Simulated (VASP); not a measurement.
# La (Im-3m) in VASP: further runs

Aim: see how the results for La move with the level of theory and the settings. Levels: PBEsol, r2SCAN, PBEsol+D4. Tasks: relaxation of cell and atoms, single point.

Program: VASP 6.6.1. These are calculated values, not measurements. Logs are shortened: lines on timing, memory, paths and dates and some standing lists are left out, and cuts for length are marked.

### Step 1. The cell of the first run

It takes space group Im-3m (No. 229, cubic). The conventional cell has a = 4.248 Å, b = 4.248 Å, c = 4.248 Å, α = 90.00°, β = 90.00°, γ = 90.00°. La (site symmetry m-3m) has 14 La at 3.68 to 4.25 Å within 4.8 Å.

### Step 2. Relaxation of cell and atoms, PBEsol, target pressure 2 GPa, at which the enthalpy is minimised

INCAR reads:

```
SYSTEM = La
  PREC = Accurate
  ENCUT = 600
  EDIFF = 1E-6
  ISMEAR = -1
  SIGMA = 0.05
  LREAL = .False.
  LASPH = .True.
  NELM = 60
  ALGO = Fast
  ISIF = 3
  LWAVE = .False.
  LCHARG = .False.
  GGA = PS
  IBRION = 2
  NSW = 60
  EDIFFG = -0.01
  PSTRESS = 20.0
```

KPOINTS reads:

```
regular mesh
0
Gamma
  9 9 9
  0 0 0
```

POSCAR reads:

```
La
1.0
   -2.1238310710      2.1238310710      2.1238310710
    2.1238310710     -2.1238310710      2.1238310710
    2.1238310710      2.1238310710     -2.1238310710
La
1
Direct
    0.0000000000      0.0000000000      0.0000000000
```

Potentials or basis: VASP PAW PBE potentials, release 64 (La).

On the command line:

```bash
$ cat potpaw_PBE.64/La/POTCAR > POTCAR
$ mpirun -np 1 vasp_std > vasp.out
```

OUTCAR:

```text
SYSTEM = La
   PREC = Accurate
   ENCUT = 600
   EDIFF = 1E-6
   ISMEAR = -1
   LREAL = .False.
   LASPH = .True.
   NELM = 60
   ISIF = 3
   GGA = PS
   IBRION = 2
   NSW = 60
   EDIFFG = -0.01
   PSTRESS = 20.0

 ion  position               nearest neighbor table
   1  0.000  0.000  0.000-

  LATTYP: Found a body centered cubic cell.
 ALAT       =     4.2476621420

  Lattice vectors:

 A1 = (  -2.1238310710,   2.1238310710,   2.1238310710)
 A2 = (   2.1238310710,  -2.1238310710,   2.1238310710)
 A3 = (   2.1238310710,   2.1238310710,  -2.1238310710)

Analysis of symmetry for initial positions (statically):
=====================================================================
 Subroutine PRICEL returns:
 Original cell was already a primitive cell.

 Routine SETGRP: Setting up the symmetry group for a
 body centered cubic supercell.

 Subroutine GETGRP returns: Found 48 space group operations
 (whereof 48 operations were pure point group operations)
 out of a pool of 48 trial point group operations.

The static configuration has the point symmetry O_h .

Analysis of symmetry for dynamics (positions and initial velocities):
=====================================================================
 Subroutine PRICEL returns:
 Original cell was already a primitive cell.

 Routine SETGRP: Setting up the symmetry group for a
 body centered cubic supercell.

 Subroutine GETGRP returns: Found 48 space group operations
 (whereof 48 operations were pure point group operations)
 out of a pool of 48 trial point group operations.

The dynamic configuration has the point symmetry O_h .

 Subroutine INISYM returns: Found 48 space group operations
 (whereof 48 operations are pure point group operations),
 and found     1 'primitive' translations

----------------------------------------------------------------------------------------

                                     Primitive cell

  volume of cell :      38.3195

  direct lattice vectors                    reciprocal lattice vectors
    -2.123831071  2.123831071  2.123831071     0.000000000  0.235423620  0.235423620
     2.123831071 -2.123831071  2.123831071     0.235423620  0.000000000  0.235423620
     2.123831071  2.123831071 -2.123831071     0.235423620  0.235423620  0.000000000

  length of vectors
     3.678583322  3.678583322  3.678583322     0.332939277  0.332939277  0.332939277

  position of ions in fractional coordinates (direct lattice)
     0.000000000  0.000000000  0.000000000

  ion indices of the primitive-cell ions
   primitive index   ion index
                 1           1

----------------------------------------------------------------------------------------

 KPOINTS: regular mesh

Automatic generation of k-mesh.
 Grid dimensions read from file:
 generate k-points for:    9    9    9

 Generating k-lattice:

  Cartesian coordinates                     Fractional coordinates (reciprocal lattice)
     0.000000000  0.026158180  0.026158180     0.111111111  0.000000000  0.000000000
     0.026158180  0.000000000  0.026158180     0.000000000  0.111111111  0.000000000
     0.026158180  0.026158180  0.000000000     0.000000000  0.000000000  0.111111111

  Length of vectors
     0.036993253  0.036993253  0.036993253

  Shift w.r.t. Gamma in fractional coordinates (k-lattice)
     0.000000000  0.000000000  0.000000000

 Subroutine IBZKPT returns following result:
 ===========================================

 Found     35 irreducible k-points:

 Following reciprocal coordinates:
            Coordinates               Weight
  0.000000  0.000000  0.000000      1.000000
  0.111111  0.000000  0.000000     12.000000
  0.222222  0.000000  0.000000     12.000000
  0.333333  0.000000  0.000000     12.000000
  0.444444  0.000000  0.000000     12.000000
  0.111111  0.111111  0.000000     24.000000
[... 16 lines left out ...]
 -0.333333  0.444444  0.111111     48.000000
 -0.444444 -0.444444  0.111111     24.000000
 [... further k-points ...]
   k-points           NKPTS =     35   k-points in BZ     NKDIM =     35   number of bands    NBANDS=      9
   number of dos      NEDOS =    301   number of ions     NIONS =      1
   total plane-waves  NPLWV =  27000
   dimension x,y,z NGX =    30 NGY =   30 NGZ =   30
   dimension x,y,z NGXF=    60 NGYF=   60 NGZF=   60
   ions per type =               1
   NGX,Y,Z   is equivalent  to a cutoff of  13.56, 13.56, 13.56 a.u.
   NGXF,Y,Z  is equivalent  to a cutoff of  27.12, 27.12, 27.12 a.u.
 SYSTEM =  La
   PREC   = accura    normal or accurate (medium, high low for compatibility)
   ISTART =      0    job   : 0-new  1-cont  2-samecut
   ICHARG =      2    charge: 1-file 2-atom 10-const
   ISPIN  =      1    spin polarized calculation?
   LNONCOLLINEAR =      F non collinear calculations
   LSORBIT =      F    spin-orbit coupling
   LASPH  =      T    aspherical Exc in radial PAW
   ENCUT  =  600.0 eV  44.10 Ry    6.64 a.u.   7.35  7.35  7.35*2*pi/ulx,y,z
   NELM   =     60;   NELMIN=  2; NELMDL= -5     # of ELM steps
   EDIFF  = 0.1E-05   stopping-criterion for ELM
   LREAL  =      F    real-space projection
   EDIFFG = -.1E-01   stopping-criterion for IOM
   NSW    =     60    number of steps for IOM
   IBRION =      2    ionic relax: 0-MD 1-quasi-New 2-CG
   NFREE  =      1    steps in history (QN), initial steepest desc. (CG)
   ISIF   =      3    stress and relaxation
   ISYM   =      2    0-nonsym 1-usesym 2-fastsym
   POTIM  = 0.5000    time-step for ionic-motion
   TEBEG  =    0.0;   TEEND  =   0.0 temperature during run
   PSTRESS=   20.0 pullay stress
   NELECT =      11.0000    total number of electrons
   NUPDOWN=      -1.0000    fix difference up-down
   EMIN   =  10.00;   EMAX   =-10.00  energy-range for DOS
   EFERMI =   0.00;   METHOD = LEGACY
   ISMEAR =    -1;   SIGMA  =   0.05  broadening in eV -4-tet -1-fermi 0-gaus
   EFERMI_NEDOS =   21; number of points for ismear=-14 and -15
   IALGO  =     68    algorithm
   IMIX   =      4    mixing-type and parameters
     AMIX     =   0.40;   BMIX     =  1.00
     AMIX_MAG =   1.60;   BMIX_MAG =  1.00
  volume/ion in A,a.u.               =      38.32       258.59
  Fermi-wavevector in a.u.,A,eV,Ry     =   1.079939  2.040788 15.868033  1.166268
  Thomas-Fermi vector in A             =   2.215917
   LORBIT       =      0    0 simple, 1 ext, 2 COOP (PROOUT), +10 PAW based schemes
   GGA     = PS    functional components
   LHFCALC =     F    Hartree Fock is set to
   AEXX    =    0.0000 exact exchange contribution
   IVDW    =     0    specifies the selected vdW correction
   LEPSILON=     F    determine dielectric tensor
   LRPA    =     F    only Hartree local field effects (RPA)
 conjugate gradient relaxation of ions
 non-spin polarized calculation
 RMM-DIIS sequential band-by-band and
  energy-cutoff  :      600.00
  volume of cell :       38.32
 maximum number of plane-waves:      1298
 NGX is ok and might be reduce to    30
   NGX = 15   NGY = 15   NGZ = 15

--------------------------------------- Ionic step        1  -------------------------------------------

 number of electron      11.0000001 magnetization

 Free energy of the ion-electron system (eV)
  ---------------------------------------------------
  ext. energy  EPLUGINS =         0.00000000
  ---------------------------------------------------
  free energy    TOTEN  =        -5.19321190 eV

  energy without entropy =       -5.16607170  energy(sigma->0) =       -5.17964180

 E-fermi :   7.4347     XC(G=0):  -9.5566

 val. band max:        7.4077402306   @ k =  -0.2222   0.3333   0.1111
 cond. band min:       7.4365099169   @ k =   0.3333   0.2222   0.0000
 fundamental gap:      0.0287696863
 Fermi energy:         7.4346846497

 k-point     1 :       0.0000    0.0000    0.0000
  band No.  band energies     occupation
      1     -25.4742      2.00000
      2      -8.4554      2.00000
      3      -8.4554      2.00000
      4      -8.4554      2.00000
      5       4.1713      2.00000
      6       8.8764      0.00000
      7       8.9025      0.00000
      8       8.9216      0.00000
      9       8.9340      0.00000
[... 265 lines left out ...]
 k-point    24 :      -0.4444   -0.4444    0.1111
  band No.  band energies     occupation
      1     -25.2570      2.00000
      2      -9.5983      2.00000
      3      -9.0580      2.00000
      4      -8.6613      2.00000
      5       6.3551      2.00000
      6       7.6611      0.02138
      7       7.9878      0.00003
      8       8.7646      0.00000
      9       9.2291      0.00000

 [... further k-points ...]
[... 5 lines left out ...]
  --------------------------------------------------------------------------------------
  -------------------------------------------------------------------------------------
  Total       -0.6053616     -0.6053616     -0.6053616      0.0000000      0.0000000     -0.0000000
  in kB      -25.3107831    -25.3107831    -25.3107831      0.0000000      0.0000000     -0.0000000
  external PRESSURE =     -45.3107831 kB  Pullay stress =      20.0000000 kB
[... 94 lines left out ...]
  energy  without entropy=       -5.1935809668  energy(sigma->0) =       -5.20422270

  enthalpy is  TOTEN    =        -4.8083135857 eV   P V=        0.4065508457

[... ionic steps 4 to 10 ...]

--------------------------------------- Ionic step       11  -------------------------------------------

 number of electron      10.9999999 magnetization

------------------------ aborting loop because EDIFF is reached ----------------------------------------
[... 69 lines left out ...]
--------------------------------------- Ionic step       13  -------------------------------------------

 number of electron      10.9999999 magnetization

 Free energy of the ion-electron system (eV)
  ---------------------------------------------------
  ext. energy  EPLUGINS =         0.00000000
  ---------------------------------------------------
  free energy    TOTEN  =        -5.21488234 eV

  energy without entropy =       -5.19360530  energy(sigma->0) =       -5.20424382

 E-fermi :   8.9861     XC(G=0): -10.2353

 val. band max:        8.9783628682   @ k =   0.3333   0.0000   0.0000
 cond. band min:       9.0648576862   @ k =   0.3333   0.2222   0.0000
 fundamental gap:      0.0864948180
 Fermi energy:         8.9861210523

 k-point     1 :       0.0000    0.0000    0.0000
  band No.  band energies     occupation
      1     -23.6836      2.00000
      2      -6.2816      2.00000
      3      -6.2816      2.00000
      4      -6.2816      2.00000
      5       5.9378      2.00000
      6      10.6310      0.00000
      7      10.6310      0.00000
      8      10.6310      0.00000
      9      10.7281      0.00000
[... 265 lines left out ...]
 k-point    24 :      -0.4444   -0.4444    0.1111
  band No.  band energies     occupation
      1     -23.2779      2.00000
      2      -8.0851      2.00000
      3      -7.2344      2.00000
      4      -6.6107      2.00000
      5       7.8091      2.00000
      6       9.2071      0.02378
      7       9.7731      0.00000
      8      10.5269      0.00000
      9      11.1683      0.00000

 [... further k-points ...]
[... 5 lines left out ...]
  --------------------------------------------------------------------------------------
  -------------------------------------------------------------------------------------
  Total        0.3987218      0.3987218      0.3987218     -0.0000000     -0.0000000     -0.0000000
  in kB       19.6143874     19.6143874     19.6143874     -0.0000000     -0.0000000     -0.0000000
  external PRESSURE =      -0.3856126 kB  Pullay stress =      20.0000000 kB
[... 20 lines left out ...]
  energy  without entropy=       -5.1936052989  energy(sigma->0) =       -5.20424382

  enthalpy is  TOTEN    =        -4.8083218131 eV   P V=        0.4065605238

 reached required accuracy - stopping structural energy minimisation
```

It took 2.5 min on 1 thread of Intel Xeon Platinum 8488C (Sapphire Rapids), shared host; peak memory 0.2 GiB.

What came out:

* Free energy: -5.2149 eV
* Relaxed volume: 32.57 Å³/atom
* Relaxed cell: a = 3.485 Å, b = 3.485 Å, c = 3.485 Å, α = 109.47°, β = 109.47°, γ = 109.47°
* Space group after relaxing (to 0.05 Å): Im-3m (No. 229)
* Energy change on relaxing (the enthalpy is what falls): -21.7 meV/atom
* Ionic steps: 13
* Pressure after relaxing: 2.0 GPa

The path:
```
step  energy change (eV)  largest force (eV/Å)  pressure (GPa)  volume (Å³)
   1              0.0000                0.0000           -2.53        38.32
   2             -0.0222                0.0000            1.94        32.62
   3             -0.0217                0.0000            2.52        32.57
   4             -0.0266                0.0000            0.48        33.07
   5             -0.0234                0.0000            1.71        32.72
   6             -0.0228                0.0000            1.77        32.67
   7             -0.0222                0.0000            1.85        32.62
   8             -0.0219                0.0000            1.87        32.59
   9             -0.0218                0.0000            1.87        32.58
  10             -0.0217                0.0000            1.80        32.57
  11             -0.0217                0.0000            1.83        32.57
  12             -0.0217                0.0000            1.85        32.57
  13             -0.0217                0.0000            1.96        32.57
```

Final structure:
```
La
1.0
    -2.01179    2.01179    2.01179
     2.01179   -2.01179    2.01179
     2.01179    2.01179   -2.01179
La
1
Direct
  0.00000 0.00000 0.00000
```

Caveat: the cell is relaxed towards a set pressure, so the enthalpy falls and the energy may rise; the volume moved by over 15 % at a fixed basis, so the end points are rough; the PAW data sets were made with another functional, which shifts forces and pressure a little; spin-orbit coupling is left out, which moves the levels of the heavy elements.

### Step 3. Relaxation of cell and atoms, PBEsol, target pressure 5 GPa, at which the enthalpy is minimised

INCAR reads:

```
  ALGO = Normal
  EDIFF = 1E-7
  EDIFFG = -0.01
  ENCUT = 600
  GGA = PS
  IBRION = 2
  ISIF = 3
  ISMEAR = -1
  LASPH = True
  LCHARG = False
  LREAL = False
  LWAVE = False
  NELM = 80
  NSW = 60
  PREC = Accurate
  PSTRESS = 50.0
  SIGMA = 0.05
```

KPOINTS reads:

```
k-points
0
Gamma
  9 9 9
```

POSCAR is that of step 2.

Potentials or basis: VASP PAW PBE potentials, release 64 (La).

On the command line:

```bash
$ cat potpaw_PBE.64/La/POTCAR > POTCAR
$ mpirun -np 1 vasp_std > vasp.out
```

Wall time 1.7 min (1 thread of Intel Xeon Platinum 8488C (Sapphire Rapids), shared host); peak memory 0.19 GiB.

It converged, with:

```yaml
Free_energy: -5.1577 eV
Relaxed_volume: 29.85 Å³/atom
Relaxed_cell: a = 3.385 Å, b = 3.385 Å, c = 3.385 Å, α = 109.47°, β = 109.47°, γ = 109.47°
Space_group_after_relaxing_to_0.05_Å: Im-3m (No. 229)
Energy_change_on_relaxing_the_enthalpy_is_what_falls: +35.5 meV/atom
Ionic_steps: 17
Pressure_after_relaxing: 5.0 GPa
```

Step by step:
```csv
step,energy change (eV),largest force (eV/Å),pressure (GPa),volume (Å³)
1,0.0000,0.0000,-2.54,38.32
2,0.0583,0.0000,5.82,29.16
3,0.0392,0.0000,5.09,29.73
4,0.0343,0.0000,4.91,29.88
5,0.0344,0.0000,4.90,29.88
6,0.0344,0.0000,4.91,29.88
7,0.0344,0.0000,4.91,29.88
8,0.0344,0.0000,4.91,29.88
9,0.0344,0.0000,4.91,29.88
10,0.0344,0.0000,4.91,29.88
11,0.0344,0.0000,4.91,29.88
12,0.0344,0.0000,4.91,29.88
13,0.0345,0.0000,4.79,29.88
14,0.0346,0.0000,4.92,29.88
15,0.0347,0.0000,4.92,29.87
16,0.0350,0.0000,4.93,29.86
17,0.0355,0.0000,4.95,29.85
```

Final structure:
```
CELL_PARAMETERS angstrom
-1.95409 1.95409 1.95409
1.95409 -1.95409 1.95409
1.95409 1.95409 -1.95409
ATOMIC_POSITIONS crystal
La 0.00000 0.00000 0.00000
```

Levels at points of the mesh, in eV from the Fermi level:
| k point | band 3 | band 4 | band 5 | band 6 | band 7 | band 8 | band 9 |
| --- | --- | --- | --- | --- | --- | --- | --- |
| (0.00, 0.00, 0.00) | -14.92 | -14.92 | -2.85 | 1.74 | 1.74 | 1.74 | 1.82 |

Caveat: the cell is relaxed towards a set pressure, so the enthalpy falls and the energy may rise; the volume moved by over 15 % at a fixed basis, so the end points are rough; the PAW data sets were made with another functional, which shifts forces and pressure a little; spin-orbit coupling is left out, which moves the levels of the heavy elements.

(Part 1 of 2 ends here.)
